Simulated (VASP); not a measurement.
# CaO (Fm-3m) in VASP: notebook

CaO is run at these levels: PBE-based screened hybrid with 20 % exact exchange, PBE-based screened hybrid with 25 % exact exchange, b88 exchange, pbe correlation; tasks: single point.

Everything below comes from runs of VASP 6.6.1. Logs are shortened: lines on timing, memory, paths and dates and some standing lists are left out, and cuts for length are marked.

### 1 The cell of the first run

It takes space group Fm-3m (No. 225, cubic). Conventional cell: a = 4.807 Å, b = 4.807 Å, c = 4.807 Å, α = 90.00°, β = 90.00°, γ = 90.00°. Ca (site symmetry m-3m) has 6 O at 2.40 Å within 3.2 Å. O (site symmetry m-3m) has 6 Ca at 2.40 Å within 3.2 Å.

### 2 Single point, PBE-based screened hybrid with 20 % exact exchange

File POSCAR:

```
CaO
1.0
    0.0000000000      2.4035556960      2.4035556960
    2.4035556960      0.0000000000      2.4035556960
    2.4035556960      2.4035556960      0.0000000000
Ca O
1 1
Direct
    0.0000000000      0.0000000000      0.0000000000
    0.5000000000      0.5000000000      0.5000000000
```

File INCAR.step1:

```
SYSTEM = CaO
PREC = Accurate
ENCUT = 520
EDIFF = 1E-5
ISMEAR = -1
SIGMA = 0.05
LREAL = .FALSE.
LASPH = .TRUE.
NELM = 100
ALGO = Normal
ISIF = 2
LWAVE = .TRUE.
LCHARG = .FALSE.
NBANDS = 15
GGA = PE
```

File INCAR.step2:

```
SYSTEM = CaO
PREC = Accurate
ENCUT = 520
EDIFF = 1E-6
ISMEAR = -1
SIGMA = 0.05
LREAL = .FALSE.
LASPH = .TRUE.
NELM = 100
ALGO = Normal
ISIF = 2
LWAVE = .FALSE.
LCHARG = .FALSE.
GGA = PE
LHFCALC = .TRUE.
AEXX = 0.2
HFSCREEN = 0.2
PRECFOCK = Normal
NBANDS = 15
ISTART = 1
```

File KPOINTS:

```
Automatic mesh
0
G
  5 5 5
  0 0 0
```

Potentials or basis: VASP PAW PBE potentials, release 64 (Ca_sv, O).

The run is started by

```bash
$ cat potpaw_PBE.64/Ca_sv/POTCAR potpaw_PBE.64/O/POTCAR > POTCAR
$ cp INCAR.step1 INCAR
$ mpirun -np 1 vasp_std > vasp.out
$ cp INCAR.step2 INCAR
$ mpirun -np 1 vasp_std > vasp.out
```

OUTCAR:

```text
SYSTEM = CaO
   PREC = Accurate
   ENCUT = 520
   EDIFF = 1E-6
   ISMEAR = -1
   LREAL = .FALSE.
   LASPH = .TRUE.
   NELM = 100
   ISIF = 2
   GGA = PE
   LHFCALC = .TRUE.
   AEXX = 0.2
   HFSCREEN = 0.2
   PRECFOCK = Normal
   ISTART = 1

 ion  position               nearest neighbor table
   1  0.000  0.000  0.000-   2 2.40   2 2.40   2 2.40   2 2.40   2 2.40   2 2.40
   2  0.500  0.500  0.500-   1 2.40   1 2.40   1 2.40   1 2.40   1 2.40   1 2.40

  LATTYP: Found a face centered cubic cell.
 ALAT       =     4.8071113920

  Lattice vectors:

 A1 = (   0.0000000000,   2.4035556960,   2.4035556960)
 A2 = (   2.4035556960,   0.0000000000,   2.4035556960)
 A3 = (   2.4035556960,   2.4035556960,   0.0000000000)

Analysis of symmetry for initial positions (statically):
=====================================================================
 Subroutine PRICEL returns:
 Original cell was already a primitive cell.

 Routine SETGRP: Setting up the symmetry group for a
 face centered cubic supercell.

 Subroutine GETGRP returns: Found 48 space group operations
 (whereof 48 operations were pure point group operations)
 out of a pool of 48 trial point group operations.

The static configuration has the point symmetry O_h .

Analysis of symmetry for dynamics (positions and initial velocities):
=====================================================================
 Subroutine PRICEL returns:
 Original cell was already a primitive cell.

 Routine SETGRP: Setting up the symmetry group for a
 face centered cubic supercell.

 Subroutine GETGRP returns: Found 48 space group operations
 (whereof 48 operations were pure point group operations)
 out of a pool of 48 trial point group operations.

The dynamic configuration has the point symmetry O_h .

 Subroutine INISYM returns: Found 48 space group operations
 (whereof 48 operations are pure point group operations),
 and found     1 'primitive' translations

----------------------------------------------------------------------------------------

                                     Primitive cell

  volume of cell :      27.7711

  direct lattice vectors                    reciprocal lattice vectors
     0.000000000  2.403555696  2.403555696    -0.208025136  0.208025136  0.208025136
     2.403555696  0.000000000  2.403555696     0.208025136 -0.208025136  0.208025136
     2.403555696  2.403555696  0.000000000     0.208025136  0.208025136 -0.208025136

  length of vectors
     3.399141063  3.399141063  3.399141063     0.360310104  0.360310104  0.360310104

  position of ions in fractional coordinates (direct lattice)
     0.000000000  0.000000000  0.000000000
     0.500000000  0.500000000  0.500000000

  ion indices of the primitive-cell ions
   primitive index   ion index
                 1           1
                 2           2

----------------------------------------------------------------------------------------

 KPOINTS: Automatic mesh

Automatic generation of k-mesh.
 Grid dimensions read from file:
 generate k-points for:    5    5    5

 Generating k-lattice:

  Cartesian coordinates                     Fractional coordinates (reciprocal lattice)
    -0.041605027  0.041605027  0.041605027     0.200000000  0.000000000  0.000000000
     0.041605027 -0.041605027  0.041605027     0.000000000  0.200000000  0.000000000
     0.041605027  0.041605027 -0.041605027     0.000000000  0.000000000  0.200000000

  Length of vectors
     0.072062021  0.072062021  0.072062021

  Shift w.r.t. Gamma in fractional coordinates (k-lattice)
     0.000000000  0.000000000  0.000000000

 Subroutine IBZKPT returns following result:
 ===========================================

 Found     10 irreducible k-points:

 Following reciprocal coordinates:
            Coordinates               Weight
  0.000000  0.000000  0.000000      1.000000
  0.200000  0.000000  0.000000      8.000000
  0.400000  0.000000  0.000000      8.000000
  0.200000  0.200000  0.000000      6.000000
  0.400000  0.200000  0.000000     24.000000
 -0.400000  0.200000  0.000000     24.000000
 -0.200000  0.200000  0.000000     12.000000
  0.400000  0.400000  0.000000      6.000000
 -0.400000  0.400000  0.000000     12.000000
 -0.400000  0.400000  0.200000     24.000000
   k-points           NKPTS =     10   k-points in BZ     NKDIM =    125   number of bands    NBANDS=     15
   number of dos      NEDOS =    301   number of ions     NIONS =      2
   total plane-waves  NPLWV =  21952
   dimension x,y,z NGX =    28 NGY =   28 NGZ =   28
   dimension x,y,z NGXF=    56 NGYF=   56 NGZF=   56
   ions per type =               1   1
   NGX,Y,Z   is equivalent  to a cutoff of  13.69, 13.69, 13.69 a.u.
   NGXF,Y,Z  is equivalent  to a cutoff of  27.39, 27.39, 27.39 a.u.
 SYSTEM =  CaO
   PREC   = accura    normal or accurate (medium, high low for compatibility)
   ISTART =      1    job   : 0-new  1-cont  2-samecut
   ICHARG =      0    charge: 1-file 2-atom 10-const
   ISPIN  =      1    spin polarized calculation?
   LNONCOLLINEAR =      F non collinear calculations
   LSORBIT =      F    spin-orbit coupling
   LASPH  =      T    aspherical Exc in radial PAW
   ENCUT  =  520.0 eV  38.22 Ry    6.18 a.u.   6.32  6.32  6.32*2*pi/ulx,y,z
   NELM   =    100;   NELMIN=  2; NELMDL=  0     # of ELM steps
   EDIFF  = 0.1E-05   stopping-criterion for ELM
   LREAL  =      F    real-space projection
   EDIFFG = 0.1E-04   stopping-criterion for IOM
   NSW    =      0    number of steps for IOM
   IBRION =     -1    ionic relax: 0-MD 1-quasi-New 2-CG
   NFREE  =      0    steps in history (QN), initial steepest desc. (CG)
   ISIF   =      2    stress and relaxation
   ISYM   =      3    0-nonsym 1-usesym 2-fastsym
   POTIM  = 0.5000    time-step for ionic-motion
   TEBEG  =    0.0;   TEEND  =   0.0 temperature during run
   PSTRESS=    0.0 pullay stress
   NELECT =      16.0000    total number of electrons
   NUPDOWN=      -1.0000    fix difference up-down
   EMIN   =  10.00;   EMAX   =-10.00  energy-range for DOS
   EFERMI =   0.00;   METHOD = LEGACY
   ISMEAR =    -1;   SIGMA  =   0.05  broadening in eV -4-tet -1-fermi 0-gaus
   EFERMI_NEDOS =   21; number of points for ismear=-14 and -15
   IALGO  =     38    algorithm
   IMIX   =      1    mixing-type and parameters
     AMIX     =   0.40;   BMIX     =  1.00
     AMIX_MAG =   1.60;   BMIX_MAG =  1.00
  volume/ion in A,a.u.               =      13.89        93.70
  Fermi-wavevector in a.u.,A,eV,Ry     =   1.362231  2.574243 25.247954  1.855672
  Thomas-Fermi vector in A             =   2.488738
   LORBIT       =      0    0 simple, 1 ext, 2 COOP (PROOUT), +10 PAW based schemes
   GGA     = PE    functional components
   LHFCALC =     T    Hartree Fock is set to
   PRECFOCK=normal    Normal, Fast or Accurate (Low or Medium for compatibility)
   ENCUT4O =  -1.0   cutoff for four orbital integrals eV
   NKREDX  =     1    reduce k-point grid by
   NKREDY  =     1    reduce k-point grid by
   NKREDZ  =     1    reduce k-point grid by
   AEXX    =    0.2000 exact exchange contribution
   HFSCREEN=    0.2000 screening length (either q_TF or 0.3 A-1)
   HFSCREENC=   0.2000 screening length for correlation (either q_TF or 0.3 A-1)
   ENCUTFOCK=  -1.0 apply spherical cutoff to Coloumb kernel
   IVDW    =     0    specifies the selected vdW correction
   LEPSILON=     F    determine dielectric tensor
   LRPA    =     F    only Hartree local field effects (RPA)
 non-spin polarized calculation
  energy-cutoff  :      520.00
  volume of cell :       27.77
 maximum number of plane-waves:       763
 NGX is ok and might be reduce to    28
  NGX = 20; NGY = 20; NGZ = 20

 number of electron      15.9999997 magnetization

 Free energy of the ion-electron system (eV)
  ---------------------------------------------------
  ext. energy  EPLUGINS =         0.00000000
  ---------------------------------------------------
  free energy    TOTEN  =       -14.46890029 eV

  energy without entropy =      -14.46890029  energy(sigma->0) =      -14.46890029

 E-fermi :   2.5578     XC(G=0):  -8.9749

 val. band max:        1.4982831819   @ k =   0.0000   0.0000   0.0000
 cond. band min:       6.6669819096   @ k =   0.4000   0.4000   0.0000
 fundamental gap:      5.1686987276
 Fermi energy:         2.5578080910

 k-point     1 :       0.0000    0.0000    0.0000
  band No.  band energies     occupation
      1     -38.1977      2.00000
      2     -17.7814      2.00000
      3     -17.7814      2.00000
      4     -17.7814      2.00000
      5     -15.2452      2.00000
      6       1.4983      2.00000
      7       1.4983      2.00000
      8       1.4983      2.00000
      9       7.4224      0.00000
     10       9.3039      0.00000
     11       9.3039      0.00000
     12       9.3039      0.00000
     13      10.9047      0.00000
     14      10.9047      0.00000
     15      17.8624      0.00000

 k-point     2 :       0.2000    0.0000    0.0000
  band No.  band energies     occupation
      1     -38.1615      2.00000
      2     -18.3153      2.00000
      3     -17.7992      2.00000
      4     -17.7992      2.00000
      5     -14.6761      2.00000
      6       0.3270      2.00000
      7       1.0133      2.00000
      8       1.0133      2.00000
      9       8.9347      0.00000
     10       9.2902      0.00000
     11      10.0025      0.00000
     12      10.0025      0.00000
     13      11.8292      0.00000
     14      11.8292      0.00000
     15      19.1064      0.00000
[... 113 lines left out ...]
      3     -18.2992      2.00000
      4     -17.9745      2.00000
      5     -14.6770      2.00000
      6       0.1499      2.00000
      7       0.3653      2.00000
      8       0.7901      2.00000
      9       7.5443      0.00000
     10      11.5671      0.00000
     11      11.6794      0.00000
     12      12.6064      0.00000
     13      12.8276      0.00000
     14      15.7903      0.00000
     15      16.5800      0.00000

 k-point    10 :      -0.4000    0.4000    0.2000
  band No.  band energies     occupation
      1     -38.0682      2.00000
      2     -18.5225      2.00000
      3     -18.1277      2.00000
      4     -18.0211      2.00000
      5     -14.4539      2.00000
      6      -0.2059      2.00000
      7       0.3954      2.00000
      8       0.5486      2.00000
      9       8.5996      0.00000
     10      10.3101      0.00000
     11      11.7180      0.00000
     12      12.5843      0.00000
     13      13.3077      0.00000
     14      15.6926      0.00000
     15      17.4587      0.00000

------------------------ aborting loop because EDIFF is reached ----------------------------------------

  FORCE on cell =-STRESS in cart. coord.  units (eV):
  Direction    XX          YY          ZZ          XY          YZ          ZX
  --------------------------------------------------------------------------------------
  -------------------------------------------------------------------------------------
  Total        0.0871477      0.0871477      0.0871477     -0.0000000     -0.0000000     -0.0000000
  in kB        5.0277516      5.0277516      5.0277516     -0.0000000     -0.0000000     -0.0000000
  external PRESSURE =       5.0277516 kB  Pullay stress =       0.0000000 kB

 VOLUME and BASIS-vectors are now :
 -----------------------------------------------------------------------------
  energy-cutoff  :      520.00
  volume of cell :       27.77
      direct lattice vectors                 reciprocal lattice vectors
     0.000000000  2.403555696  2.403555696    -0.208025136  0.208025136  0.208025136
     2.403555696  0.000000000  2.403555696     0.208025136 -0.208025136  0.208025136
     2.403555696  2.403555696  0.000000000     0.208025136  0.208025136 -0.208025136

 POSITION                                       TOTAL-FORCE (eV/Angst)
 -----------------------------------------------------------------------------------
      0.00000      0.00000      0.00000         0.000000      0.000000      0.000000
      2.40356      2.40356      2.40356         0.000000      0.000000     -0.000000
 -----------------------------------------------------------------------------------
    total drift:                                0.000000     -0.000000     -0.000000

  FREE ENERGIE OF THE ION-ELECTRON SYSTEM (eV)
  ---------------------------------------------------
  free  energy   TOTEN  =       -14.4689002938 eV

  energy  without entropy=      -14.4689002938  energy(sigma->0) =      -14.46890029
```

Run time: 5 min. Hardware: 1 thread of Intel Xeon 6975P-C (Granite Rapids), shared host; peak memory 0.25 GiB.

Results:

- Free energy: -14.4689 eV
- Pressure: 0.5 GPa
- Band gap on the k mesh: 5.17 eV (least direct gap 5.58 eV)

Caveat: the k points lie up to 0.45 Å⁻¹ apart; the PAW data sets were made with another functional, which shifts forces and pressure a little; an odd mesh through Γ misses points on the zone boundary, where band edges can lie.

### 3 Single point, PBE-based screened hybrid with 25 % exact exchange

POSCAR is that of step 2.

INCAR.step1, as its differences from that of step 2:

```diff
@@ -8,3 +8,3 @@
 LASPH = .TRUE.
-NELM = 100
+NELM = 80
 ALGO = Normal
@@ -13,3 +13,3 @@
 LCHARG = .FALSE.
+GGA = PE
 NBANDS = 15
-GGA = PE
```

INCAR.step2, as its differences from that of step 2:

```diff
@@ -8,3 +8,3 @@
 LASPH = .TRUE.
-NELM = 100
+NELM = 80
 ALGO = Normal
@@ -15,6 +15,6 @@
 LHFCALC = .TRUE.
-AEXX = 0.2
+AEXX = 0.25
 HFSCREEN = 0.2
 PRECFOCK = Normal
+ISTART = 1
 NBANDS = 15
-ISTART = 1
```

KPOINTS is that of step 2.

Potentials or basis: VASP PAW PBE potentials, release 64 (Ca_sv, O).

The run is started by

```bash
$ cat potpaw_PBE.64/Ca_sv/POTCAR potpaw_PBE.64/O/POTCAR > POTCAR
$ cp INCAR.step1 INCAR
$ mpirun -np 1 vasp_std > vasp.out
$ cp INCAR.step2 INCAR
$ mpirun -np 1 vasp_std > vasp.out
```

Run time: 5.4 min. Hardware: 1 thread of Intel Xeon 6975P-C (Granite Rapids), shared host; peak memory 0.26 GiB.

It converged, with:

```yaml
Free_energy: -14.8990 eV
Pressure: 0.1 GPa
Band_gap_on_the_k_mesh: 5.52 eV (least direct gap 5.94 eV)
```

Levels at points of the mesh, in eV from the valence-band top:
```
           k point  band 5  band 6  band 7  band 8  band 9  band 10  band 11  band 12
(0.00, 0.00, 0.00)  -17.04    0.00    0.00    0.00    6.24     8.21     8.21     8.21
```

Caveat: the k points lie up to 0.45 Å⁻¹ apart; the PAW data sets were made with another functional, which shifts forces and pressure a little; an odd mesh through Γ misses points on the zone boundary, where band edges can lie.

### 4 Single point, b88 exchange, pbe correlation

File INCAR:

```
SYSTEM = CaO
PREC     = Accurate       ! precision mode
ENCUT    = 600            ! plane-wave cutoff, eV
EDIFF    = 1E-6           ! SCF threshold, eV
ISMEAR   = -1             ! smearing method
SIGMA    = 0.05           ! smearing width, eV
LREAL    = .FALSE.        ! projectors in reciprocal space
LASPH    = .TRUE.         ! aspherical terms in the spheres
NELM     = 120            ! most SCF steps
ALGO     = Normal         ! electronic algorithm
ISIF     = 2              ! what is computed and relaxed
LWAVE    = .FALSE.        ! write WAVECAR
LCHARG   = .FALSE.        ! write CHGCAR
GGA      = LIBXC          ! functional
LIBXC1   = GGA_X_B88    
LIBXC2   = GGA_C_PBE    
NBANDS   = 15             ! bands
GGA_COMPAT= .FALSE.
```

File KPOINTS:

```
regular mesh
0
G
  10 10 10
  0 0 0
```

POSCAR is that of step 3.

The run is started by

```bash
$ cat potpaw_PBE.64/Ca_sv/POTCAR potpaw_PBE.64/O/POTCAR > POTCAR
$ mpirun -np 1 vasp_std > vasp.out
```

Run time: 11 s. Hardware: 1 thread of Intel Xeon 6975P-C (Granite Rapids), shared host; peak memory 0.17 GiB.

Results (log left out):

```
Free energy            : -12.5794 eV
Pressure               : 1.9 GPa
Band gap on the k mesh : 3.67 eV (least direct gap 4.04 eV)
```

Levels at points of the mesh, in eV from the valence-band top:
```tsv
k point	band 4	band 5	band 6	band 7	band 8	band 9	band 10	band 11	band 12	band 13
(0.00, 0.00, 0.00)	-18.42	-15.53	0.00	0.00	0.00	4.74	6.24	6.24	6.24	7.73
(0.50, 0.00, 0.00)	-18.47	-14.34	-2.63	-1.20	-1.20	7.06	8.36	8.36	8.53	10.41
(0.50, 0.50, 0.00)	-18.64	-15.29	-1.30	-0.37	-0.37	3.66	8.04	8.88	9.53	9.53
```

Caveat: the PAW data sets were made with another functional, which shifts forces and pressure a little.

### 5 The runs side by side

```tsv
level	k mesh	cutoff (eV)	grid for exact exchange (PRECFOCK)	share of exact exchange	screening parameter	gap on the mesh (eV)	pressure (GPa)
PBE-based screened hybrid with 20 % exact exchange	5 × 5 × 5	520	Normal	0.2	0.2 1/Å	5.17	0.5
PBE-based screened hybrid with 25 % exact exchange	5 × 5 × 5	520	Normal	0.25	0.2 1/Å	5.52	0.1
b88 exchange, pbe correlation	10 × 10 × 10	600	-	-	-	3.67	1.9
```

Alike in all rows: task single point; potentials or basis VASP PAW PBE potentials, release 64 (Ca_sv, O); no spin polarisation; cell as given; smearing fermi-dirac 0.05 eV.

Caveats: some runs use coarse meshes; the PAW data sets were made with another functional, which shifts forces and pressure a little; an odd mesh through Γ misses points on the zone boundary, where band edges can lie (at least some runs).

Absolute energies hang on the potentials; compare differences alone.
